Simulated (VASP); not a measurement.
Set up this calculation in VASP 6.6.1, as the native input.

* Task: single point
* Functional: PBE
* Potentials or basis: VASP PAW PBE potentials, release 64 (Co, O)
* Cutoff: 520 eV
* k mesh: 12 × 12 × 6
* Occupations: gaussian, width 0.05 eV
* Spin: collinear spin, antiferromagnetic start
* Starting moments: [2.16, -2.16, 0.0, 0.0] μB
* Dipole correction: no
* Further INCAR settings: ALGO = Normal; EDIFF = 1e-07; NBANDS = 27

The structure of CoO lies in POSCAR:

```
CoO
1.0
    0.0000000000      2.2392264224      2.2392264224
    4.2725699944      2.2392264224      2.2392264224
    4.2725699944      4.4784528448      0.0000000000
Co O
2 2
Direct
    0.0000000000      0.0000000000      0.0000000000
    0.0000000000      0.0000000000      0.5000000000
    0.2499957036      0.2500042964      0.0000000000
    0.2500042964      0.2499957036      0.5000000000
```

One way to write it, as run:

INCAR

```
ALGO = Normal ; EDIFF = 1E-7
ENCUT = 520 ; GGA = PE
ISIF = 2 ; ISMEAR = 0
ISPIN = 2 ; LASPH = True
LCHARG = False ; LMAXMIX = 4
LORBIT = 11 ; LREAL = False
LWAVE = False ; MAGMOM = 2.16 -2.16 0 0
NBANDS = 27 ; NELM = 150
PREC = Accurate ; SIGMA = 0.05
```

KPOINTS

```
k-points
0
Gamma
  12 12 6
```

Potentials or basis: VASP PAW PBE potentials, release 64 (Co, O).

Run with:

```bash
$ cat potpaw_PBE.64/Co/POTCAR potpaw_PBE.64/O/POTCAR > POTCAR
$ mpirun -np 1 vasp_std > vasp.out
```

Results of the run:

```yaml
Pressure: 7.7 GPa
Band_gap_on_the_k_mesh: zero (filled and empty bands overlap)
Net_moment: 0.00 μB per cell
Site_moments: Co +2.08, -2.08; O +0.00 μB
Valence_electrons_inside_the_program's_atomic_spheres: Co 8.14; O 5.02
```

Caveat: the cell stands under pressure; semilocal functionals often make such compounds metallic where correlation or magnetic order opens a gap, which also shifts bond lengths.

It took 7.3 min on 1 thread of Intel(R) Xeon(R) Platinum 8488C (Sapphire Rapids) (shared host), peak memory 0.34 GiB.
